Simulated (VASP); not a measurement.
# Y (R-3m) in VASP: further runs

The runs below take Y through single point, with r2SCAN.

Program: VASP 6.6.1. These are calculated values, not measurements. Logs are shortened: lines on timing, memory, paths and dates and some standing lists are left out, and cuts for length are marked.

### 1 The cell of the first run

Symmetry: R-3m, No. 166, trigonal system. Conventional cell: a = 2.789 Å, b = 2.789 Å, c = 13.665 Å, α = 90.00°, β = 90.00°, γ = 120.00°. Within 3.7 Å of Y (site symmetry -3m) lie 6 Y at 2.79 Å.

### 2 Single point, r2SCAN

The input, POSCAR:

```
Y
1.0
    1.3148972047      3.2872430118      3.2872430118
    3.2872430118      1.3148972047      3.2872430118
    3.2872430118      3.2872430118      1.3148972047
Y
1
Direct
    0.0000000000      0.0000000000      0.0000000000
```

The input, INCAR.step1:

```
SYSTEM = Y
PREC = Accurate
ENCUT = 520
ISMEAR = 0
SIGMA = 0.15
LREAL = .False.
LASPH = .True.
NELM = 100
NBANDS = 12
GGA = PE
ALGO = Normal
EDIFF = 1E-4
LWAVE = .True.
LCHARG = .False.
```

The input, INCAR.step2:

```
SYSTEM = Y
PREC = Accurate
ENCUT = 520
EDIFF = 1E-6
ISMEAR = 0
SIGMA = 0.15
LREAL = .False.
LASPH = .True.
NELM = 100
ALGO = Normal
ISIF = 2
LWAVE = .False.
LCHARG = .False.
METAGGA = R2SCAN
LMIXTAU = .True.
NBANDS = 12
ISTART = 1
```

The input, KPOINTS:

```
regular mesh
0
Gamma
  18 18 18
  0 0 0
```

Potentials or basis: VASP PAW PBE potentials, release 64 (Y_sv).

The run is started by

```sh
cat potpaw_PBE.64/Y_sv/POTCAR > POTCAR
cp INCAR.step1 INCAR
mpirun -np 1 vasp_std > vasp.out
cp INCAR.step2 INCAR
mpirun -np 1 vasp_std > vasp.out
```

OUTCAR:

```text
SYSTEM = Y
   PREC = Accurate
   ENCUT = 520
   EDIFF = 1E-6
   ISMEAR = 0
   LREAL = .False.
   LASPH = .True.
   NELM = 100
   ISIF = 2
   METAGGA = R2SCAN
   ISTART = 1

 ion  position               nearest neighbor table
   1  0.000  0.000  0.000-

  LATTYP: Found a trigonal (rhomboedric) cell.
 ALAT       =     4.8312408237
 COS(alpha) =     0.8333333333

  Lattice vectors:

 A1 = (   1.3148972047,   3.2872430118,   3.2872430118)
 A2 = (   3.2872430118,   1.3148972047,   3.2872430118)
 A3 = (   3.2872430118,   3.2872430118,   1.3148972047)

Analysis of symmetry for initial positions (statically):
=====================================================================
 Subroutine PRICEL returns:
 Original cell was already a primitive cell.

 Routine SETGRP: Setting up the symmetry group for a
 trigonal (rhombohedral) supercell.

 Subroutine GETGRP returns: Found 12 space group operations
 (whereof 12 operations were pure point group operations)
 out of a pool of 12 trial point group operations.

The static configuration has the point symmetry D_3d.

Analysis of symmetry for dynamics (positions and initial velocities):
=====================================================================
 Subroutine PRICEL returns:
 Original cell was already a primitive cell.

 Routine SETGRP: Setting up the symmetry group for a
 trigonal (rhombohedral) supercell.

 Subroutine GETGRP returns: Found 12 space group operations
 (whereof 12 operations were pure point group operations)
 out of a pool of 12 trial point group operations.

The dynamic configuration has the point symmetry D_3d.

 Subroutine INISYM returns: Found 12 space group operations
 (whereof 12 operations are pure point group operations),
 and found     1 'primitive' translations

----------------------------------------------------------------------------------------

                                     Primitive cell

  volume of cell :      30.6909

  direct lattice vectors                    reciprocal lattice vectors
     1.314897205  3.287243012  3.287243012    -0.295756115  0.211254368  0.211254368
     3.287243012  1.314897205  3.287243012     0.211254368 -0.295756115  0.211254368
     3.287243012  3.287243012  1.314897205     0.211254368  0.211254368 -0.295756115

  length of vectors
     4.831240824  4.831240824  4.831240824     0.420390884  0.420390884  0.420390884

  position of ions in fractional coordinates (direct lattice)
     0.000000000  0.000000000  0.000000000

  ion indices of the primitive-cell ions
   primitive index   ion index
                 1           1

----------------------------------------------------------------------------------------

 KPOINTS: regular mesh

Automatic generation of k-mesh.
 Grid dimensions read from file:
 generate k-points for:   18   18   18

 Generating k-lattice:

  Cartesian coordinates                     Fractional coordinates (reciprocal lattice)
    -0.016430895  0.011736354  0.011736354     0.055555556  0.000000000  0.000000000
     0.011736354 -0.016430895  0.011736354     0.000000000  0.055555556  0.000000000
     0.011736354  0.011736354 -0.016430895     0.000000000  0.000000000  0.055555556

  Length of vectors
     0.023355049  0.023355049  0.023355049

  Shift w.r.t. Gamma in fractional coordinates (k-lattice)
     0.000000000  0.000000000  0.000000000

 Subroutine IBZKPT returns following result:
 ===========================================

 Found    580 irreducible k-points:

 Following reciprocal coordinates:
            Coordinates               Weight
  0.000000  0.000000  0.000000      1.000000
  0.055556 -0.000000 -0.000000      6.000000
  0.111111 -0.000000 -0.000000      6.000000
  0.166667 -0.000000 -0.000000      6.000000
  0.222222 -0.000000 -0.000000      6.000000
  0.277778  0.000000  0.000000      6.000000
[... 16 lines left out ...]
 -0.277778  0.055556  0.000000     12.000000
 -0.222222  0.055556 -0.000000     12.000000
 [... further k-points ...]
   k-points           NKPTS =    580   k-points in BZ     NKDIM =    580   number of bands    NBANDS=     12
   number of dos      NEDOS =    301   number of ions     NIONS =      1
   total plane-waves  NPLWV =  46656
   dimension x,y,z NGX =    36 NGY =   36 NGZ =   36
   dimension x,y,z NGXF=    72 NGYF=   72 NGZF=   72
   ions per type =               1
   NGX,Y,Z   is equivalent  to a cutoff of  12.39, 12.39, 12.39 a.u.
   NGXF,Y,Z  is equivalent  to a cutoff of  24.78, 24.78, 24.78 a.u.
 SYSTEM =  Y
   PREC   = accura    normal or accurate (medium, high low for compatibility)
   ISTART =      1    job   : 0-new  1-cont  2-samecut
   ICHARG =      0    charge: 1-file 2-atom 10-const
   ISPIN  =      1    spin polarized calculation?
   LNONCOLLINEAR =      F non collinear calculations
   LSORBIT =      F    spin-orbit coupling
   LASPH  =      T    aspherical Exc in radial PAW
   ENCUT  =  520.0 eV  38.22 Ry    6.18 a.u.   8.98  8.98  8.98*2*pi/ulx,y,z
   NELM   =    100;   NELMIN=  2; NELMDL=  0     # of ELM steps
   EDIFF  = 0.1E-05   stopping-criterion for ELM
   LREAL  =      F    real-space projection
   EDIFFG = 0.1E-04   stopping-criterion for IOM
   NSW    =      0    number of steps for IOM
   IBRION =     -1    ionic relax: 0-MD 1-quasi-New 2-CG
   NFREE  =      0    steps in history (QN), initial steepest desc. (CG)
   ISIF   =      2    stress and relaxation
   ISYM   =      2    0-nonsym 1-usesym 2-fastsym
   POTIM  = 0.5000    time-step for ionic-motion
   TEBEG  =    0.0;   TEEND  =   0.0 temperature during run
   PSTRESS=    0.0 pullay stress
   NELECT =      11.0000    total number of electrons
   NUPDOWN=      -1.0000    fix difference up-down
   EMIN   =  10.00;   EMAX   =-10.00  energy-range for DOS
   EFERMI =   0.00;   METHOD = LEGACY
   ISMEAR =     0;   SIGMA  =   0.15  broadening in eV -4-tet -1-fermi 0-gaus
   EFERMI_NEDOS =   21; number of points for ismear=-14 and -15
   IALGO  =     38    algorithm
   IMIX   =      4    mixing-type and parameters
     AMIX     =   0.40;   BMIX     =  1.00
     AMIX_MAG =   1.60;   BMIX_MAG =  1.00
  volume/ion in A,a.u.               =      30.69       207.11
  Fermi-wavevector in a.u.,A,eV,Ry     =   1.162883  2.197530 18.399114  1.352297
  Thomas-Fermi vector in A             =   2.299439
   LORBIT       =      0    0 simple, 1 ext, 2 COOP (PROOUT), +10 PAW based schemes
   METAGGA = R2SCAN    functional components
   LHFCALC =     F    Hartree Fock is set to
   AEXX    =    0.0000 exact exchange contribution
   IVDW    =     0    specifies the selected vdW correction
   LEPSILON=     F    determine dielectric tensor
   LRPA    =     F    only Hartree local field effects (RPA)
 non-spin polarized calculation
 Gauss-broadening in eV      SIGMA  =   0.15
  energy-cutoff  :      520.00
  volume of cell :       30.69
 maximum number of plane-waves:       842
   NGX = 17   NGY = 17   NGZ = 17

 number of electron      11.0000000 magnetization

 Free energy of the ion-electron system (eV)
  ---------------------------------------------------
  ext. energy  EPLUGINS =         0.00000000
  ---------------------------------------------------
  free energy    TOTEN  =       -18.07505344 eV

  energy without entropy =      -18.05755461  energy(sigma->0) =      -18.06630402

 E-fermi :   2.4533     XC(G=0):  -9.9518

 val. band max:        2.4514918307   @ k =   0.2778   0.1667   0.1111
 cond. band min:       2.4545562675   @ k =   0.2778   0.2778   0.1111
 fundamental gap:      0.0030644368
 Fermi energy:         2.4532869265

 k-point     1 :       0.0000    0.0000    0.0000
  band No.  band energies     occupation
      1     -41.4529      2.00000
      2     -20.6585      2.00000
      3     -18.9180      2.00000
      4     -18.9180      2.00000
      5      -0.9717      2.00000
      6       1.6642      2.00000
      7       5.4800      0.00000
      8       5.4800      0.00000
      9       7.5416      0.00000
     10      10.4193      0.00000
     11      10.4193      0.00000
     12      14.7672      0.00000

 k-point     2 :       0.0556   -0.0000   -0.0000
  band No.  band energies     occupation
      1     -41.4314      2.00000
      2     -20.6390      2.00000
      3     -19.0450      2.00000
      4     -18.9441      2.00000
      5      -0.8254      2.00000
      6       1.7985      2.00000
      7       5.2558      0.00000
      8       5.6340      0.00000
      9       7.1463      0.00000
     10      10.3433      0.00000
     11      10.7576      0.00000
     12      14.8071      0.00000

 k-point     3 :       0.1111   -0.0000   -0.0000
  band No.  band energies     occupation
      1     -41.3688      2.00000
      2     -20.5825      2.00000
      3     -19.4008      2.00000
      4     -19.0187      2.00000
      5      -0.4247      2.00000
      6       2.1709      1.99224
      7       4.7468      0.00000
      8       6.0901      0.00000
      9       6.3045      0.00000
     10      10.1330      0.00000
     11      11.4031      0.00000
     12      14.9506      0.00000
[... 286 lines left out ...]
 k-point    23 :      -0.2778    0.0556    0.0000
  band No.  band energies     occupation
      1     -40.9390      2.00000
      2     -21.4141      2.00000
      3     -20.1955      2.00000
      4     -19.5337      2.00000
      5       1.1028      2.00000
      6       2.6346      0.08733
      7       3.4276      0.00000
      8       6.3202      0.00000
      9       8.6724      0.00000
     10      10.0017      0.00000
     11      12.6850      0.00000
     12      15.8150      0.00000

 k-point    24 :      -0.2222    0.0556   -0.0000
  band No.  band energies     occupation
      1     -41.0710      2.00000
      2     -20.8503      2.00000
      3     -20.3134      2.00000
      4     -19.3877      2.00000
      5       1.0380      2.00000
      6       2.5377      0.42615
      7       3.9841      0.00000
      8       5.1487      0.00000
      9       8.6991      0.00000
     10       9.0654      0.00000
     11      12.7522      0.00000
     12      15.6033      0.00000

 [... further k-points ...]

------------------------ aborting loop because EDIFF is reached ----------------------------------------

  FORCE on cell =-STRESS in cart. coord.  units (eV):
  Direction    XX          YY          ZZ          XY          YZ          ZX
  --------------------------------------------------------------------------------------
  -------------------------------------------------------------------------------------
  Total        3.0405952      3.0405952      3.0405952     -2.7335914     -2.7335914     -2.7335914
  in kB      158.7303660    158.7303660    158.7303660   -142.7036278   -142.7036278   -142.7036278
  external PRESSURE =     158.7303660 kB  Pullay stress =       0.0000000 kB

 VOLUME and BASIS-vectors are now :
 -----------------------------------------------------------------------------
  energy-cutoff  :      520.00
  volume of cell :       30.69
      direct lattice vectors                 reciprocal lattice vectors
     1.314897205  3.287243012  3.287243012    -0.295756115  0.211254368  0.211254368
     3.287243012  1.314897205  3.287243012     0.211254368 -0.295756115  0.211254368
     3.287243012  3.287243012  1.314897205     0.211254368  0.211254368 -0.295756115

 POSITION                                       TOTAL-FORCE (eV/Angst)
 -----------------------------------------------------------------------------------
      0.00000      0.00000      0.00000         0.000000      0.000000      0.000000
 -----------------------------------------------------------------------------------
    total drift:                               -0.000000     -0.000000      0.000000

  FREE ENERGIE OF THE ION-ELECTRON SYSTEM (eV)
  ---------------------------------------------------
  free  energy   TOTEN  =       -18.0750534380 eV

  energy  without entropy=      -18.0575546084  energy(sigma->0) =      -18.06630402
```

Wall time 12 min (1 thread of Intel Xeon 6975P-C (Granite Rapids), shared host); peak memory 0.44 GiB.

Results:

```yaml
Free_energy: -18.0751 eV
Pressure: 15.9 GPa
Band_gap_on_the_k_mesh: zero (an odd number of electrons rules out a gap without spin polarisation)
```

Stress tensor (GPa, compression positive):
```
 15.87 -14.27 -14.27
-14.27  15.87 -14.27
-14.27 -14.27  15.87
```

Caveat: the cell stands under pressure; the PAW data sets were made with another functional, which shifts forces and pressure a little.

### 3 Single point, r2SCAN

This run uses another cell than the first one, of the same volume but with other edges.

The input, POSCAR:

```
Y
1.0
   -0.5385346881      2.2469895608      2.2469895608
    2.2469895608     -0.5385346881      2.2469895608
    2.2469895608      2.2469895608     -0.5385346881
Y
1
Direct
    0.0000000000      0.0000000000      0.0000000000
```

The input, INCAR.step1:

```
ALGO = Normal
EDIFF = 1E-4
ENCUT = 520
GGA = PE
ISMEAR = 0
LASPH = T
LCHARG = F
LREAL = F
LWAVE = T
NBANDS = 12
NELM = 60
PREC = Accurate
SIGMA = 0.15
```

The input, INCAR.step2:

```
ALGO = Normal
EDIFF = 1E-6
ENCUT = 520
ISIF = 2
ISMEAR = 0
ISTART = 1
LASPH = T
LCHARG = T
LELF = T
LMIXTAU = T
LREAL = F
LVHAR = T
LWAVE = F
METAGGA = R2SCAN
NBANDS = 12
NELM = 60
PREC = Accurate
SIGMA = 0.15
```

The input, KPOINTS:

```
k-points
0
Gamma
  18 18 18
```

Potentials or basis: VASP PAW PBE potentials, release 64 (Y_sv).

The run is started by

```sh
cat potpaw_PBE.64/Y_sv/POTCAR > POTCAR
cp INCAR.step1 INCAR
mpirun -np 1 vasp_std > vasp.out
cp INCAR.step2 INCAR
mpirun -np 1 vasp_std > vasp.out
```

Run time: 3.5 min. Hardware: 1 thread of Intel Xeon 6975P-C (Granite Rapids), shared host; peak memory 0.35 GiB.

Results (log left out):

| Property | Result |
| --- | --- |
| Free energy | -19.7911 eV |
| Pressure | 4.6 GPa |
| Band gap on the k mesh | zero (an odd number of electrons rules out a gap without spin polarisation) |

Stress tensor (GPa, compression positive):
```
4.56 5.71 5.71
5.71 4.56 5.71
5.71 5.71 4.56
```

Levels at points of the mesh, in eV from the Fermi level:
| k point | band 1 | band 2 | band 3 | band 4 | band 5 | band 6 | band 7 | band 8 | band 9 | band 10 |
| --- | --- | --- | --- | --- | --- | --- | --- | --- | --- | --- |
| (0.00, 0.00, 0.00) | -44.32 | -23.28 | -23.28 | -23.15 | -4.98 | 0.25 | 0.25 | 4.79 | 5.15 | 5.15 |
| (0.50, 0.00, 0.00) | -44.23 | -24.11 | -23.23 | -23.18 | -1.98 | 0.10 | 0.48 | 4.13 | 4.61 | 4.74 |
| (0.50, 0.50, 0.00) | -44.15 | -24.11 | -23.78 | -23.19 | -2.15 | -0.59 | 2.78 | 4.84 | 4.88 | 6.30 |
| (0.50, 0.50, 0.50) | -44.08 | -24.17 | -23.64 | -23.64 | -1.96 | 0.45 | 0.45 | 3.76 | 7.17 | 7.17 |

Caveat: the cell stands under pressure; the PAW data sets were made with another functional, which shifts forces and pressure a little.

(Part 1 of 2 ends here.)
